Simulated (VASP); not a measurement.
# Ir in VASP: notebook

Runs on Ir. Level: LDA. Tasks: single point.

Program: VASP 6.6.1. These are calculated values, not measurements. Logs are shortened: lines on timing, memory, paths and dates and some standing lists are left out, and cuts for length are marked.

### 1 The cell of the first run

The typed cell holds 2 atoms: a = 3.478 Å, b = 3.478 Å, c = 4.418 Å, α = 103.07°, β = 103.07°, γ = 135.47°.

### 2 Single point, LDA (15.04 Å³/atom)

The input, INCAR:

```
PREC     = Accurate       # precision mode
ENCUT    = 500            # plane-wave cutoff, eV
EDIFF    = 1E-6           # SCF threshold, eV
ISMEAR   = -1             # smearing method
SIGMA    = 0.1            # smearing width, eV
LREAL    = F              # projectors in reciprocal space
LASPH    = T              # aspherical terms in the spheres
NELM     = 120            # most SCF steps
ALGO     = Normal         # electronic algorithm
ISIF     = 2              # what is computed and relaxed
LWAVE    = F              # write WAVECAR
LCHARG   = F              # write CHGCAR
NBANDS   = 24             # bands
GGA_COMPAT= F
```

The input, KPOINTS:

```
Automatic mesh
0
Gamma
  17 17 10
```

The input, POSCAR:

```
Ir
1.0
   -2.4496968973      2.1027651507      1.2949692389
    2.1027651507     -2.4496968973      1.2949692389
    2.8101411206      2.8101411206     -1.9303753683
Ir
2
Direct
    0.9780084481      0.0219915519      0.0000000000
    0.7719915519      0.2280084481      0.5000000000
```

Potentials or basis: VASP PAW LDA potentials, release 64 (Ir_sv_GW).

Command:

```sh
cat potpaw_LDA.64/Ir_sv_GW/POTCAR > POTCAR
mpirun -np 1 vasp_std > vasp.out
```

OUTCAR:

```text
PREC = Accurate
   ENCUT = 500
   EDIFF = 1E-6
   ISMEAR = -1
   LREAL = F
   LASPH = T
   NELM = 120
   ISIF = 2

 ion  position               nearest neighbor table
   1  0.978  0.022  0.000-   2 2.58   2 2.58   2 2.58   2 2.58   2 2.59   2 2.59
   2  0.772  0.228  0.500-   1 2.58   1 2.58   1 2.58   1 2.58   1 2.59   1 2.59

  Warning from LATTYP: Got some problem with cell dimensions!
  Tried to take original basis but could not verify dimensions!
  LATTYP: Found a base centered monoclinic cell.
 ALAT       =     2.6360016298
 B/A-ratio  =     2.4423936228
 C/A-ratio  =     1.3449896110
 COS(beta)  =    -0.0000966421

  Lattice vectors:

 A1 = (  -2.4496968973,   2.1027651507,   1.2949692389)
 A2 = (   2.1027651507,  -2.4496968973,   1.2949692389)
 A3 = (   2.4632093740,   2.4632093740,   0.6595631095)

Analysis of symmetry for initial positions (statically):
=====================================================================
 Subroutine PRICEL returns:
 Original cell was already a primitive cell.

 Routine SETGRP: Setting up the symmetry group for a
 base centered monoclinic supercell.

 Subroutine GETGRP returns: Found  4 space group operations
 (whereof  2 operations were pure point group operations)
 out of a pool of  4 trial point group operations.

The static configuration has the point symmetry C_2 .
 The point group associated with its full space group is C_2h.

Analysis of symmetry for dynamics (positions and initial velocities):
=====================================================================
 Subroutine PRICEL returns:
 Original cell was already a primitive cell.

 Routine SETGRP: Setting up the symmetry group for a
 base centered monoclinic supercell.

 Subroutine GETGRP returns: Found  4 space group operations
 (whereof  2 operations were pure point group operations)
 out of a pool of  4 trial point group operations.

The dynamic configuration has the point symmetry C_2 .
 The point group associated with its full space group is C_2h.

 Subroutine INISYM returns: Found  4 space group operations
 (whereof  2 operations are pure point group operations),
 and found     1 'primitive' translations

----------------------------------------------------------------------------------------

                                     Primitive cell

  volume of cell :      30.0844

  direct lattice vectors                    reciprocal lattice vectors
    -2.449696897  2.102765151  1.294969239     0.036224342  0.255885701  0.425238768
     2.102765151 -2.449696897  1.294969239     0.255885701  0.036224342  0.425238768
     2.810141121  2.810141121 -1.930375368     0.195958530  0.195958530  0.052498726

  length of vectors
     3.478445270  3.478445270  4.418159718     0.497612002  0.497612002  0.282056036

  position of ions in fractional coordinates (direct lattice)
     0.978008448  0.021991552  0.000000000
     0.771991552  0.228008448  0.500000000

  ion indices of the primitive-cell ions
   primitive index   ion index
                 1           1
                 2           2

----------------------------------------------------------------------------------------

 KPOINTS: Automatic mesh

Automatic generation of k-mesh.
 Grid dimensions read from file:
 generate k-points for:   17   17   10

 Generating k-lattice:

  Cartesian coordinates                     Fractional coordinates (reciprocal lattice)
     0.002130844  0.015052100  0.025014045     0.058823529  0.000000000 -0.000000000
     0.015052100  0.002130844  0.025014045     0.000000000  0.058823529 -0.000000000
     0.019595853  0.019595853  0.005249873    -0.000000000 -0.000000000  0.100000000

  Length of vectors
     0.029271294  0.029271294  0.028205604

  Shift w.r.t. Gamma in fractional coordinates (k-lattice)
     0.000000000  0.000000000  0.000000000

 Subroutine IBZKPT returns following result:
 ===========================================

 Found    774 irreducible k-points:

 Following reciprocal coordinates:
            Coordinates               Weight
  0.000000  0.000000  0.000000      1.000000
  0.058824  0.000000 -0.000000      4.000000
  0.117647  0.000000  0.000000      4.000000
  0.176471  0.000000  0.000000      4.000000
  0.235294  0.000000  0.000000      4.000000
  0.294118 -0.000000  0.000000      4.000000
[... 16 lines left out ...]
 -0.176471  0.058824  0.000000      4.000000
 -0.117647  0.058824 -0.000000      4.000000
 [... further k-points ...]
   k-points           NKPTS =    774   k-points in BZ     NKDIM =    774   number of bands    NBANDS=     24
   number of dos      NEDOS =    301   number of ions     NIONS =      2
   total plane-waves  NPLWV =  25088
   dimension x,y,z NGX =    28 NGY =   28 NGZ =   32
   dimension x,y,z NGXF=    56 NGYF=   56 NGZF=   64
   ions per type =               2
   NGX,Y,Z   is equivalent  to a cutoff of  13.38, 13.38, 12.04 a.u.
   NGXF,Y,Z  is equivalent  to a cutoff of  26.76, 26.76, 24.08 a.u.
 SYSTEM =  unknown system
   PREC   = accura    normal or accurate (medium, high low for compatibility)
   ISTART =      0    job   : 0-new  1-cont  2-samecut
   ICHARG =      2    charge: 1-file 2-atom 10-const
   ISPIN  =      1    spin polarized calculation?
   LNONCOLLINEAR =      F non collinear calculations
   LSORBIT =      F    spin-orbit coupling
   LASPH  =      T    aspherical Exc in radial PAW
   ENCUT  =  500.0 eV  36.75 Ry    6.06 a.u.   6.34  6.34  8.06*2*pi/ulx,y,z
   NELM   =    120;   NELMIN=  2; NELMDL= -5     # of ELM steps
   EDIFF  = 0.1E-05   stopping-criterion for ELM
   LREAL  =      F    real-space projection
   EDIFFG = 0.1E-04   stopping-criterion for IOM
   NSW    =      0    number of steps for IOM
   IBRION =     -1    ionic relax: 0-MD 1-quasi-New 2-CG
   NFREE  =      0    steps in history (QN), initial steepest desc. (CG)
   ISIF   =      2    stress and relaxation
   ISYM   =      2    0-nonsym 1-usesym 2-fastsym
   POTIM  = 0.5000    time-step for ionic-motion
   TEBEG  =    0.0;   TEEND  =   0.0 temperature during run
   PSTRESS=    0.0 pullay stress
   NELECT =      34.0000    total number of electrons
   NUPDOWN=      -1.0000    fix difference up-down
   EMIN   =  10.00;   EMAX   =-10.00  energy-range for DOS
   EFERMI =   0.00;   METHOD = LEGACY
   ISMEAR =    -1;   SIGMA  =   0.10  broadening in eV -4-tet -1-fermi 0-gaus
   EFERMI_NEDOS =   21; number of points for ismear=-14 and -15
   IALGO  =     38    algorithm
   IMIX   =      4    mixing-type and parameters
     AMIX     =   0.40;   BMIX     =  1.00
     AMIX_MAG =   1.60;   BMIX_MAG =  1.00
  volume/ion in A,a.u.               =      15.04       101.51
  Fermi-wavevector in a.u.,A,eV,Ry     =   1.705247  3.222449 39.563932  2.907867
  Thomas-Fermi vector in A             =   2.784502
   LORBIT       =      0    0 simple, 1 ext, 2 COOP (PROOUT), +10 PAW based schemes
   GGA     = CA    functional components
   LHFCALC =     F    Hartree Fock is set to
   AEXX    =    0.0000 exact exchange contribution
   IVDW    =     0    specifies the selected vdW correction
   LEPSILON=     F    determine dielectric tensor
   LRPA    =     F    only Hartree local field effects (RPA)
 non-spin polarized calculation
  energy-cutoff  :      500.00
  volume of cell :       30.08
 maximum number of plane-waves:       779
 NGX is ok and might be reduce to    28
   NGX = 13   NGY = 13   NGZ = 17

 number of electron      33.9999999 magnetization

 Free energy of the ion-electron system (eV)
  ---------------------------------------------------
  ext. energy  EPLUGINS =         0.00000000
  ---------------------------------------------------
  free energy    TOTEN  =       -20.86209365 eV

  energy without entropy =      -20.79907571  energy(sigma->0) =      -20.83058468

 E-fermi :  11.1918     XC(G=0): -14.2971

 val. band max:       11.1917398338   @ k =   0.3529   0.0588   0.4000
 cond. band min:      11.1924995215   @ k =  -0.2353  -0.2353   0.2000
 fundamental gap:      0.0007596877
 Fermi energy:        11.1917539638

 k-point     1 :       0.0000    0.0000    0.0000
  band No.  band energies     occupation
      1     -80.8395      2.00000
      2     -80.7069      2.00000
      3     -38.3334      2.00000
      4     -38.0767      2.00000
      5     -37.7630      2.00000
      6     -37.5571      2.00000
[... 16 lines left out ...]
     23      28.5862      0.00000
     24      28.7550      0.00000

 k-point     2 :       0.0588    0.0000   -0.0000
  band No.  band energies     occupation
      1     -80.8362      2.00000
      2     -80.7078      2.00000
      3     -38.3190      2.00000
      4     -38.0700      2.00000
      5     -37.7832      2.00000
      6     -37.5786      2.00000
[... 16 lines left out ...]
     23      28.4285      0.00000
     24      28.5487      0.00000

 k-point     3 :       0.1176    0.0000    0.0000
  band No.  band energies     occupation
      1     -80.8266      2.00000
      2     -80.7106      2.00000
      3     -38.2828      2.00000
      4     -38.0503      2.00000
      5     -37.8362      2.00000
      6     -37.6452      2.00000
[... 16 lines left out ...]
     23      27.4346      0.00000
     24      27.9227      0.00000

 k-point     4 :       0.1765    0.0000    0.0000
  band No.  band energies     occupation
      1     -80.8123      2.00000
      2     -80.7149      2.00000
      3     -38.2427      2.00000
      4     -38.0221      2.00000
      5     -37.9011      2.00000
      6     -37.7447      2.00000
[... 16 lines left out ...]
     23      26.7332      0.00000
     24      27.1852      0.00000

 k-point     5 :       0.2353    0.0000    0.0000
  band No.  band energies     occupation
      1     -80.7950      2.00000
      2     -80.7199      2.00000
      3     -38.2282      2.00000
      4     -38.0276      2.00000
      5     -37.9480      2.00000
      6     -37.8154      2.00000
[... 451 lines left out ...]
 k-point    22 :      -0.2353    0.0588    0.0000
  band No.  band energies     occupation
      1     -80.8092      2.00000
      2     -80.7178      2.00000
      3     -38.2446      2.00000
      4     -37.9985      2.00000
      5     -37.9089      2.00000
      6     -37.7461      2.00000
[... 16 lines left out ...]
     23      26.4710      0.00000
     24      27.1445      0.00000

 k-point    23 :      -0.1765    0.0588    0.0000
  band No.  band energies     occupation
      1     -80.8240      2.00000
      2     -80.7132      2.00000
      3     -38.2754      2.00000
      4     -38.0326      2.00000
      5     -37.8440      2.00000
      6     -37.6456      2.00000
[... 16 lines left out ...]
     23      26.5648      0.00000
     24      27.8253      0.00000

 k-point    24 :      -0.1176    0.0588   -0.0000
  band No.  band energies     occupation
      1     -80.8342      2.00000
      2     -80.7097      2.00000
      3     -38.3090      2.00000
      4     -38.0621      2.00000
      5     -37.7882      2.00000
      6     -37.5749      2.00000
[... 16 lines left out ...]
     23      27.9881      0.00000
     24      28.3535      0.00000

 [... further k-points ...]

------------------------ aborting loop because EDIFF is reached ----------------------------------------

  FORCE on cell =-STRESS in cart. coord.  units (eV):
  Direction    XX          YY          ZZ          XY          YZ          ZX
  --------------------------------------------------------------------------------------
  -------------------------------------------------------------------------------------
  Total       -0.3372599     -0.3372599     -0.2894354      0.0295466     -0.0058401     -0.0058399
  in kB      -17.9611334    -17.9611334    -15.4141884      1.5735377     -0.3110191     -0.3110109
  external PRESSURE =     -17.1121517 kB  Pullay stress =       0.0000000 kB

 VOLUME and BASIS-vectors are now :
 -----------------------------------------------------------------------------
  energy-cutoff  :      500.00
  volume of cell :       30.08
      direct lattice vectors                 reciprocal lattice vectors
    -2.449696897  2.102765151  1.294969239     0.036224342  0.255885701  0.425238768
     2.102765151 -2.449696897  1.294969239     0.255885701  0.036224342  0.425238768
     2.810141121  2.810141121 -1.930375368     0.195958530  0.195958530  0.052498726

 POSITION                                       TOTAL-FORCE (eV/Angst)
 -----------------------------------------------------------------------------------
     -2.34958      2.00265      1.29497        -0.027209      0.027209      0.000000
     -0.00663      2.46984      0.32978         0.027209     -0.027209     -0.000000
 -----------------------------------------------------------------------------------
    total drift:                                0.000000     -0.000000      0.000000

  FREE ENERGIE OF THE ION-ELECTRON SYSTEM (eV)
  ---------------------------------------------------
  free  energy   TOTEN  =       -20.8620936548 eV

  energy  without entropy=      -20.7990757101  energy(sigma->0) =      -20.83058468
```

Run time: 6.2 min. Hardware: 1 thread of AMD EPYC 9R45 (Zen 5), shared host; peak memory 0.49 GiB.

Results:

```
Free energy            : -20.8621 eV
Pressure               : -1.7 GPa
Largest force          : 0.038 eV/Å
Band gap on the k mesh : zero (bands 17 and 18 overlap by 2.99 eV)
```

Forces on the atoms (eV/Å):
```
Ir  -0.027  0.027  0.000
Ir   0.027 -0.027  0.000
```

Caveat: spin-orbit coupling is left out, which moves the levels of the heavy elements.

### 3 Single point, LDA (16.25 Å³/atom)

This run uses another cell than the first one, of 16.25 Å³/atom.

The input, INCAR:

```
SYSTEM = Ir
ALGO     = Normal         ! electronic algorithm
EDIFF    = 1E-6           ! SCF threshold, eV
ENCUT    = 500            ! plane-wave cutoff, eV
GGA_COMPAT= .FALSE.      
ISIF     = 2              ! what is computed and relaxed
ISMEAR   = -1             ! smearing method
LASPH    = .TRUE.         ! aspherical terms in the spheres
LCHARG   = .TRUE.         ! write CHGCAR
LELF     = .TRUE.         ! ELF
LREAL    = .FALSE.        ! projectors in reciprocal space
LVHAR    = .TRUE.       
LWAVE    = .FALSE.        ! write WAVECAR
NBANDS   = 24             ! bands
NELM     = 120            ! most SCF steps
PREC     = Accurate       ! precision mode
SIGMA    = 0.1            ! smearing width, eV
```

The input, KPOINTS:

```
k-points
0
G
  17 17 10
  0 0 0
```

The input, POSCAR:

```
Ir
1.0
   -2.5133536627      2.1574066975      1.3286197501
    2.1574066975     -2.5133536627      1.3286197501
    2.8831642338      2.8831642338     -1.9805372687
Ir
2
Direct
    0.9780084481      0.0219915519      0.0000000000
    0.7719915519      0.2280084481      0.5000000000
```

Potentials or basis: VASP PAW LDA potentials, release 64 (Ir_sv_GW).

Command:

```sh
cat potpaw_LDA.64/Ir_sv_GW/POTCAR > POTCAR
mpirun -np 1 vasp_std > vasp.out
```

Wall time 8.1 min (1 thread of Intel Xeon 6975P-C (Granite Rapids), shared host); peak memory 0.54 GiB.

Results (log left out):

```yaml
Free_energy: -20.7026 eV
Pressure: -23.5 GPa
Largest_force: 0.249 eV/Å
Band_gap_on_the_k_mesh: zero (bands 17 and 18 overlap by 2.64 eV)
```

Forces in eV/Å, atoms in the order of the input:
```
Ir   0.176 -0.176  0.000
Ir  -0.176  0.176  0.000
```

Stress tensor (GPa, compression positive):
```
-23.29  -1.88  -0.18
 -1.88 -23.29  -0.18
 -0.18  -0.18 -23.99
```

Levels at points of the mesh, in eV from the Fermi level:
| k point | band 14 | band 15 | band 16 | band 17 | band 18 | band 19 | band 20 | band 21 |
| --- | --- | --- | --- | --- | --- | --- | --- | --- |
| (0.00, 0.00, 0.00) | -1.64 | -0.99 | -0.77 | 0.40 | 0.50 | 1.71 | 4.29 | 7.73 |
| (0.00, 0.00, 0.50) | -2.65 | -1.88 | -1.88 | -0.77 | -0.77 | 1.60 | 1.60 | 11.94 |

Caveat: the cell stands under tension; spin-orbit coupling is left out, which moves the levels of the heavy elements.

### 4 Single point, LDA (15.64 Å³/atom)

This run uses another cell than the first one, of 15.64 Å³/atom.

The input, INCAR:

```
SYSTEM = Ir
PREC = Accurate
ENCUT = 500
EDIFF = 1E-6
ISMEAR = -1
SIGMA = 0.1
LREAL = .False.
LASPH = .True.
NELM = 120
ALGO = Normal
ISIF = 2
LWAVE = .False.
LCHARG = .False.
GGA = CA
NBANDS = 24
GGA_COMPAT = .False.
```

The input, KPOINTS:

```
Automatic mesh
0
Gamma
  17 17 10
  0 0 0
```

The input, POSCAR:

```
Ir
1.0
   -2.4819334480      2.1304362864      1.3120102620
    2.1304362864     -2.4819334480      1.3120102620
    2.8471209024      2.8471209024     -1.9557779573
Ir
2
Direct
    0.9780084481      0.0219915519      0.0000000000
    0.7719915519      0.2280084481      0.5000000000
```

Command:

```sh
cat potpaw_LDA.64/Ir_sv_GW/POTCAR > POTCAR
mpirun -np 1 vasp_std > vasp.out
```

Run time: 9.9 min. Hardware: 1 thread of Intel Xeon Platinum 8488C (Sapphire Rapids), shared host; peak memory 0.54 GiB.

It converged, with:

- Free energy: -20.8236 eV
- Pressure: -13.9 GPa
- Largest force: 0.119 eV/Å
- Band gap on the k mesh: zero (bands 17 and 18 overlap by 2.80 eV)

Forces in eV/Å, atoms in the order of the input:
```
Ir   0.084 -0.084  0.000
Ir  -0.084  0.084  0.000
```

Stress tensor (GPa, compression positive):
```
-13.84  -0.97  -0.11
 -0.97 -13.84  -0.11
 -0.11  -0.11 -14.13
```

Levels at points of the mesh, in eV from the Fermi level:
```csv
k point,band 13,band 14,band 15,band 16,band 17,band 18,band 19,band 20,band 21,band 22
"(0.00, 0.00, 0.00)",-3.88,-1.73,-1.05,-0.82,0.42,0.54,1.80,4.37,7.91,11.49
"(0.00, 0.00, 0.50)",-2.80,-2.80,-1.97,-1.97,-0.82,-0.82,1.72,1.72,12.17,12.17
```

Caveat: the cell stands under tension; spin-orbit coupling is left out, which moves the levels of the heavy elements.

### 5 Summary

| cell | gap on the mesh (eV) | pressure (GPa) | largest force (eV/Å) |
| --- | --- | --- | --- |
| a = 3.478, b = 3.478, c = 4.418 Å, angles 103.1, 103.1, 135.5°, 2 atoms | none | -1.7 | 0.04 |
| a = 3.569, b = 3.569, c = 4.533 Å, angles 103.1, 103.1, 135.5°, 2 atoms | none | -23.5 | 0.25 |
| a = 3.524, b = 3.524, c = 4.476 Å, angles 103.1, 103.1, 135.5°, 2 atoms | none | -13.9 | 0.12 |

Alike in all rows: task single point; level LDA; potentials or basis VASP PAW LDA potentials, release 64 (Ir_sv_GW); no spin polarisation; k mesh 17 × 17 × 10; cutoff (eV) 500; smearing fermi-dirac 0.1 eV.

Caveats: spin-orbit coupling is left out, which moves the levels of the heavy elements; the cell stands under tension (at least some runs).

Absolute energies hang on the potentials; compare differences alone.
